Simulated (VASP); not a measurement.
# Si2Mo (Imm2) in VASP: notebook

Runs on Si2Mo. Level: LDA. Tasks: single point.

Program: VASP 6.6.1. These are calculated values, not measurements. Logs are shortened: lines on timing, memory, paths and dates and some standing lists are left out, and cuts for length are marked.

## 1. The cell of the first run

It takes space group Imm2 (No. 44, orthorhombic). Conventional cell: a = 3.200 Å, b = 7.861 Å, c = 3.200 Å, α = 90.00°, β = 90.00°, γ = 90.00°. Within 3.3 Å of Si (site symmetry m) lie 5 Mo at 2.50 to 2.74 Å and 9 Si at 2.61 to 3.20 Å. Mo (site symmetry mm2) has 10 Si at 2.50 to 2.74 Å and 4 Mo at 3.20 Å within 3.3 Å.

## 2. Single point, LDA

INCAR

```
SYSTEM = Si2Mo
PREC = Accurate
ENCUT = 520
EDIFF = 1E-6
ISMEAR = 1
SIGMA = 0.1
LREAL = .False.
LASPH = .True.
NELM = 60
ALGO = Normal
ISIF = 2
LWAVE = .False.
LCHARG = .False.
GGA = CA
NBANDS = 18
```

KPOINTS

```
regular mesh
0
Gamma
  13 13 13
  0 0 0
```

POSCAR

```
Si2Mo
1.0
   -1.6000000000      1.6000000000      3.9305000000
    1.6000000000     -1.6000000000      3.9305000000
    1.6000000000      1.6000000000     -3.9305000000
Si Mo
2 1
Direct
    0.3330000000      0.3330000000      0.0000000000
    0.6670000000      0.6670000000      0.0000000000
   -0.0625000000      0.0000000000     -0.0625000000
```

Potentials or basis: VASP PAW LDA potentials, release 64 (Si, Mo_sv).

Started as:

```
cat potpaw_LDA.64/Si/POTCAR potpaw_LDA.64/Mo_sv/POTCAR > POTCAR
mpirun -np 1 vasp_std > vasp.out
```

OUTCAR:

```text
SYSTEM = Si2Mo
   PREC = Accurate
   ENCUT = 520
   EDIFF = 1E-6
   ISMEAR = 1
   LREAL = .False.
   LASPH = .True.
   NELM = 60
   ISIF = 2
   GGA = CA

 ion  position               nearest neighbor table
   1  0.333  0.333  0.000-   3 2.50   3 2.50   2 2.61   2 2.61   2 2.61   2 2.61   3 2.63   2 2.63
                             3 2.74   3 2.74
   2  0.667  0.667  0.000-   3 2.50   3 2.50   1 2.61   1 2.61   1 2.61   1 2.61   3 2.63   1 2.63
                             3 2.74   3 2.74
   3  0.938  0.000  0.938-   2 2.50   2 2.50   1 2.50   1 2.50   2 2.63   1 2.63   1 2.74   1 2.74
                             2 2.74   2 2.74

  LATTYP: Found a body centered tetragonal cell.
 ALAT       =     3.2000000000
 C/A-ratio  =     2.4565625000

  Lattice vectors:

 A1 = (  -1.6000000000,   1.6000000000,   3.9305000000)
 A2 = (   1.6000000000,  -1.6000000000,   3.9305000000)
 A3 = (   1.6000000000,   1.6000000000,  -3.9305000000)

Analysis of symmetry for initial positions (statically):
=====================================================================
 Subroutine PRICEL returns:
 Original cell was already a primitive cell.

 Routine SETGRP: Setting up the symmetry group for a
 body centered tetragonal supercell.

 Subroutine GETGRP returns: Found  4 space group operations
 (whereof  4 operations were pure point group operations)
 out of a pool of 16 trial point group operations.

The static configuration has the point symmetry C_2v.

Analysis of symmetry for dynamics (positions and initial velocities):
=====================================================================
 Subroutine PRICEL returns:
 Original cell was already a primitive cell.

 Routine SETGRP: Setting up the symmetry group for a
 body centered tetragonal supercell.

 Subroutine GETGRP returns: Found  4 space group operations
 (whereof  4 operations were pure point group operations)
 out of a pool of 16 trial point group operations.

The dynamic configuration has the point symmetry C_2v.

 Subroutine INISYM returns: Found  4 space group operations
 (whereof  4 operations are pure point group operations),
 and found     1 'primitive' translations

----------------------------------------------------------------------------------------

                                     Primitive cell

  volume of cell :      40.2483

  direct lattice vectors                    reciprocal lattice vectors
    -1.600000000  1.600000000  3.930500000     0.000000000  0.312500000  0.127210279
     1.600000000 -1.600000000  3.930500000     0.312500000  0.000000000  0.127210279
     1.600000000  1.600000000 -3.930500000     0.312500000  0.312500000  0.000000000

  length of vectors
     4.535287229  4.535287229  4.535287229     0.337399918  0.337399918  0.441941738

  position of ions in fractional coordinates (direct lattice)
     0.333000000  0.333000000  0.000000000
     0.667000000  0.667000000  0.000000000
     0.937500000  0.000000000  0.937500000

  ion indices of the primitive-cell ions
   primitive index   ion index
                 1           1
                 2           2
                 3           3

----------------------------------------------------------------------------------------

 KPOINTS: regular mesh

Automatic generation of k-mesh.
 Grid dimensions read from file:
 generate k-points for:   13   13   13

 Generating k-lattice:

  Cartesian coordinates                     Fractional coordinates (reciprocal lattice)
     0.000000000  0.024038462  0.009785406     0.076923077  0.000000000  0.000000000
     0.024038462  0.000000000  0.009785406     0.000000000  0.076923077  0.000000000
     0.024038462  0.024038462  0.000000000     0.000000000  0.000000000  0.076923077

  Length of vectors
     0.025953840  0.025953840  0.033995518

  Shift w.r.t. Gamma in fractional coordinates (k-lattice)
     0.000000000  0.000000000  0.000000000

 Subroutine IBZKPT returns following result:
 ===========================================

 Found    343 irreducible k-points:

 Following reciprocal coordinates:
            Coordinates               Weight
  0.000000  0.000000  0.000000      1.000000
  0.076923 -0.000000  0.000000      4.000000
 -0.000000  0.076923  0.000000      4.000000
  0.153846  0.000000 -0.000000      4.000000
  0.000000  0.153846 -0.000000      4.000000
  0.230769 -0.000000  0.000000      4.000000
[... 16 lines left out ...]
  0.461538  0.076923  0.000000      8.000000
  0.000000 -0.461538 -0.076923      8.000000
 [... further k-points ...]
   k-points           NKPTS =    343   k-points in BZ     NKDIM =    343   number of bands    NBANDS=     18
   number of dos      NEDOS =    301   number of ions     NIONS =      3
   total plane-waves  NPLWV =  46656
   dimension x,y,z NGX =    36 NGY =   36 NGZ =   36
   dimension x,y,z NGXF=    72 NGYF=   72 NGZF=   72
   ions per type =               2   1
   NGX,Y,Z   is equivalent  to a cutoff of  13.20, 13.20, 13.20 a.u.
   NGXF,Y,Z  is equivalent  to a cutoff of  26.39, 26.39, 26.39 a.u.
 SYSTEM =  Si2Mo
   PREC   = accura    normal or accurate (medium, high low for compatibility)
   ISTART =      0    job   : 0-new  1-cont  2-samecut
   ICHARG =      2    charge: 1-file 2-atom 10-const
   ISPIN  =      1    spin polarized calculation?
   LNONCOLLINEAR =      F non collinear calculations
   LSORBIT =      F    spin-orbit coupling
   LASPH  =      T    aspherical Exc in radial PAW
   ENCUT  =  520.0 eV  38.22 Ry    6.18 a.u.   8.43  8.43  8.43*2*pi/ulx,y,z
   NELM   =     60;   NELMIN=  2; NELMDL= -5     # of ELM steps
   EDIFF  = 0.1E-05   stopping-criterion for ELM
   LREAL  =      F    real-space projection
   EDIFFG = 0.1E-04   stopping-criterion for IOM
   NSW    =      0    number of steps for IOM
   IBRION =     -1    ionic relax: 0-MD 1-quasi-New 2-CG
   NFREE  =      0    steps in history (QN), initial steepest desc. (CG)
   ISIF   =      2    stress and relaxation
   ISYM   =      2    0-nonsym 1-usesym 2-fastsym
   POTIM  = 0.5000    time-step for ionic-motion
   TEBEG  =    0.0;   TEEND  =   0.0 temperature during run
   PSTRESS=    0.0 pullay stress
   NELECT =      22.0000    total number of electrons
   NUPDOWN=      -1.0000    fix difference up-down
   EMIN   =  10.00;   EMAX   =-10.00  energy-range for DOS
   EFERMI =   0.00;   METHOD = LEGACY
   ISMEAR =     1;   SIGMA  =   0.10  broadening in eV -4-tet -1-fermi 0-gaus
   EFERMI_NEDOS =   21; number of points for ismear=-14 and -15
   IALGO  =     38    algorithm
   IMIX   =      4    mixing-type and parameters
     AMIX     =   0.40;   BMIX     =  1.00
     AMIX_MAG =   1.60;   BMIX_MAG =  1.00
  volume/ion in A,a.u.               =      13.42        90.54
  Fermi-wavevector in a.u.,A,eV,Ry     =   1.338546  2.529484 24.377614  1.791704
  Thomas-Fermi vector in A             =   2.467007
   LORBIT       =      0    0 simple, 1 ext, 2 COOP (PROOUT), +10 PAW based schemes
   GGA     = CA    functional components
   LHFCALC =     F    Hartree Fock is set to
   AEXX    =    0.0000 exact exchange contribution
   IVDW    =     0    specifies the selected vdW correction
   LEPSILON=     F    determine dielectric tensor
   LRPA    =     F    only Hartree local field effects (RPA)
 non-spin polarized calculation
 Methfessel and Paxton  Order N= 1 SIGMA  =   0.10
  energy-cutoff  :      520.00
  volume of cell :       40.25
 maximum number of plane-waves:      1104
 NGX is ok and might be reduce to    36
   NGX = 17   NGY = 17   NGZ = 17

 number of electron      21.9999999 magnetization

 Free energy of the ion-electron system (eV)
  ---------------------------------------------------
  ext. energy  EPLUGINS =         0.00000000
  ---------------------------------------------------
  free energy    TOTEN  =       -25.61720788 eV

  energy without entropy =      -25.61709398  energy(sigma->0) =      -25.61716991

 E-fermi :  12.2020     XC(G=0): -12.5428

 val. band max:       12.1950848032   @ k =  -0.3846   0.4615  -0.4615
 cond. band min:      12.2189332673   @ k =  -0.2308  -0.3077   0.3077
 fundamental gap:      0.0238484641
 Fermi energy:        12.2019758393

 k-point     1 :       0.0000    0.0000    0.0000
  band No.  band energies     occupation
      1     -48.1590      2.00000
      2     -22.5360      2.00000
      3     -22.4268      2.00000
      4     -22.4046      2.00000
      5      -1.2003      2.00000
      6       5.8939      2.00000
[... 10 lines left out ...]
     17      17.2143      0.00000
     18      17.7361      0.00000

 k-point     2 :       0.0769   -0.0000    0.0000
  band No.  band energies     occupation
      1     -48.1579      2.00000
      2     -22.5349      2.00000
      3     -22.4254      2.00000
      4     -22.4198      2.00000
      5      -1.0935      2.00000
      6       5.8982      2.00000
[... 10 lines left out ...]
     17      17.3485      0.00000
     18      18.2490      0.00000

 k-point     3 :      -0.0000    0.0769    0.0000
  band No.  band energies     occupation
      1     -48.1579      2.00000
      2     -22.5349      2.00000
      3     -22.4423      2.00000
      4     -22.4031      2.00000
      5      -1.0928      2.00000
      6       5.8999      2.00000
[... 10 lines left out ...]
     17      17.7993      0.00000
     18      17.9129      0.00000

 k-point     4 :       0.1538    0.0000   -0.0000
  band No.  band energies     occupation
      1     -48.1549      2.00000
      2     -22.5318      2.00000
      3     -22.4615      2.00000
      4     -22.4215      2.00000
      5      -0.7778      2.00000
      6       5.8656      2.00000
[... 10 lines left out ...]
     17      18.0012      0.00000
     18      19.3776      0.00000

 k-point     5 :       0.0000    0.1538   -0.0000
  band No.  band energies     occupation
      1     -48.1548      2.00000
      2     -22.5317      2.00000
      3     -22.4850      2.00000
      4     -22.3992      2.00000
      5      -0.7754      2.00000
      6       5.8642      2.00000
[... 10 lines left out ...]
     17      18.3260      0.00000
     18      19.1922      0.00000

 k-point     6 :       0.2308   -0.0000    0.0000
  band No.  band energies     occupation
      1     -48.1506      2.00000
      2     -22.5282      2.00000
      3     -22.5190      2.00000
      4     -22.4161      2.00000
      5      -0.2671      2.00000
      6       5.6198      2.00000
[... 10 lines left out ...]
     17      18.9664      0.00000
     18      20.7768      0.00000

 k-point     7 :      -0.0000    0.2308    0.0000
  band No.  band energies     occupation
      1     -48.1505      2.00000
      2     -22.5450      2.00000
      3     -22.5266      2.00000
      4     -22.3937      2.00000
      5      -0.2626      2.00000
      6       5.5917      2.00000
[... 10 lines left out ...]
     17      19.0300      0.00000
     18      20.7367      0.00000

 k-point     8 :       0.3077    0.0000   -0.0000
  band No.  band energies     occupation
      1     -48.1461      2.00000
      2     -22.5814      2.00000
      3     -22.5224      2.00000
      4     -22.4103      2.00000
      5       0.4160      2.00000
      6       4.9949      2.00000
[... 10 lines left out ...]
     17      19.2598      0.00000
     18      21.2127      0.00000
[... 229 lines left out ...]
     17      19.1358      0.00000
     18      20.8807      0.00000

 k-point    20 :       0.0000    0.3846   -0.0769
  band No.  band energies     occupation
      1     -48.1448      2.00000
      2     -22.6056      2.00000
      3     -22.5218      2.00000
      4     -22.4024      2.00000
      5       0.6114      2.00000
      6       4.8140      2.00000
[... 10 lines left out ...]
     17      19.1684      0.00000
     18      20.9384      0.00000

 k-point    21 :       0.3846    0.0769   -0.0000
  band No.  band energies     occupation
      1     -48.1413      2.00000
      2     -22.6296      2.00000
      3     -22.5179      2.00000
      4     -22.4202      2.00000
      5       1.4293      2.00000
      6       4.0655      2.00000
[... 10 lines left out ...]
     17      19.0825      0.00000
     18      20.8252      0.00000

 k-point    22 :       0.0000    0.4615   -0.0769
  band No.  band energies     occupation
      1     -48.1410      2.00000
      2     -22.6568      2.00000
      3     -22.5172      2.00000
      4     -22.3974      2.00000
      5       1.4342      2.00000
      6       4.0334      2.00000
[... 10 lines left out ...]
     17      19.2652      0.00000
     18      20.9036      0.00000

 k-point    23 :       0.4615    0.0769    0.0000
  band No.  band energies     occupation
      1     -48.1392      2.00000
      2     -22.6577      2.00000
      3     -22.5150      2.00000
      4     -22.4174      2.00000
      5       2.3322      2.00000
      6       3.1318      2.00000
[... 10 lines left out ...]
     17      19.1477      0.00000
     18      20.0190      0.00000

 k-point    24 :       0.0000   -0.4615   -0.0769
  band No.  band energies     occupation
      1     -48.1389      2.00000
      2     -22.6854      2.00000
      3     -22.5142      2.00000
      4     -22.3945      2.00000
      5       2.3422      2.00000
      6       3.1040      2.00000
[... 10 lines left out ...]
     17      19.3686      0.00000
     18      20.1446      0.00000

 [... further k-points ...]

------------------------ aborting loop because EDIFF is reached ----------------------------------------

  FORCE on cell =-STRESS in cart. coord.  units (eV):
  Direction    XX          YY          ZZ          XY          YZ          ZX
  --------------------------------------------------------------------------------------
  -------------------------------------------------------------------------------------
  Total       -0.2409544     -0.6942942     -1.2216253      0.0000000      0.0000000      0.0000000
  in kB       -9.5917468    -27.6379858    -48.6296156      0.0000000      0.0000000      0.0000000
  external PRESSURE =     -28.6197828 kB  Pullay stress =       0.0000000 kB

 VOLUME and BASIS-vectors are now :
 -----------------------------------------------------------------------------
  energy-cutoff  :      520.00
  volume of cell :       40.25
      direct lattice vectors                 reciprocal lattice vectors
    -1.600000000  1.600000000  3.930500000     0.000000000  0.312500000  0.127210279
     1.600000000 -1.600000000  3.930500000     0.312500000  0.000000000  0.127210279
     1.600000000  1.600000000 -3.930500000     0.312500000  0.312500000  0.000000000

 POSITION                                       TOTAL-FORCE (eV/Angst)
 -----------------------------------------------------------------------------------
      0.00000      0.00000      2.61771        -0.000000     -0.895256      0.142486
      0.00000      0.00000      5.24329         0.000000     -0.895256     -0.142486
      0.00000      3.00000      0.00000         0.000000      1.790511      0.000000
 -----------------------------------------------------------------------------------
    total drift:                                0.000000     -0.000436      0.000000

  FREE ENERGIE OF THE ION-ELECTRON SYSTEM (eV)
  ---------------------------------------------------
  free  energy   TOTEN  =       -25.6172078795 eV

  energy  without entropy=      -25.6170939771  energy(sigma->0) =      -25.61716991
```

Run time: 4.4 min. Hardware: 1 thread of Intel Xeon Platinum 8488C (Sapphire Rapids), shared host; peak memory 0.34 GiB.

Results:

* Free energy: -25.6172 eV
* Pressure: -2.9 GPa
* Largest force: 1.791 eV/Å
* Band gap on the k mesh: zero (bands 11 and 12 overlap by 0.71 eV)

Forces in eV/Å, atoms in the order of the input:
```
Si   0.000 -0.895  0.142
Si   0.000 -0.895 -0.142
Mo   0.000  1.791  0.000
```

Caveat: forces of over 1 eV/Å act on the atoms, so gaps and moduli don't describe the material at rest.

## 3. Single point, LDA

INCAR

```
ALGO = Normal ; EDIFF = 1E-7
ENCUT = 520 ; GGA = CA
ISIF = 2 ; ISMEAR = 1
LASPH = True ; LCHARG = True
LELF = True ; LREAL = False
LVHAR = True ; LWAVE = False
NBANDS = 18 ; NELM = 80
PREC = Accurate ; SIGMA = 0.1
```

KPOINTS

```
k-points
0
Gamma
  13 13 13
```

POSCAR: that of step 2 with these lines changed.

```diff
@@ -10,2 +10,2 @@
     0.6670000000      0.6670000000      0.0000000000
-   -0.0625000000      0.0000000000     -0.0625000000
+    0.0625000000      0.0000000000      0.0625000000
```

Potentials or basis: VASP PAW LDA potentials, release 64 (Si, Mo_sv).

Started as:

```
cat potpaw_LDA.64/Si/POTCAR potpaw_LDA.64/Mo_sv/POTCAR > POTCAR
mpirun -np 1 vasp_std > vasp.out
```

It took 4.9 min on 1 thread of Intel Xeon Platinum 8488C (Sapphire Rapids), shared host; peak memory 0.34 GiB.

Results (log left out):

```yaml
Free_energy: -25.6172 eV
Pressure: -2.8 GPa
Largest_force: 1.791 eV/Å
Band_gap_on_the_k_mesh: zero (bands 11 and 12 overlap by 0.71 eV)
```

Forces on the atoms (eV/Å):
```
Si   0.000  0.895  0.143
Si   0.000  0.895 -0.143
Mo   0.000 -1.791  0.000
```

Stress tensor (GPa, compression positive):
```
-0.92  0.00  0.00
 0.00 -2.73  0.00
 0.00  0.00 -4.81
```

Levels at points of the mesh, in eV from the Fermi level:
```tsv
k point	band 9	band 10	band 11	band 12	band 13	band 14
(0.00, 0.00, 0.00)	-2.74	-2.49	0.31	2.56	3.08	3.67
```

Caveat: forces of over 1 eV/Å act on the atoms, so gaps and moduli don't describe the material at rest.
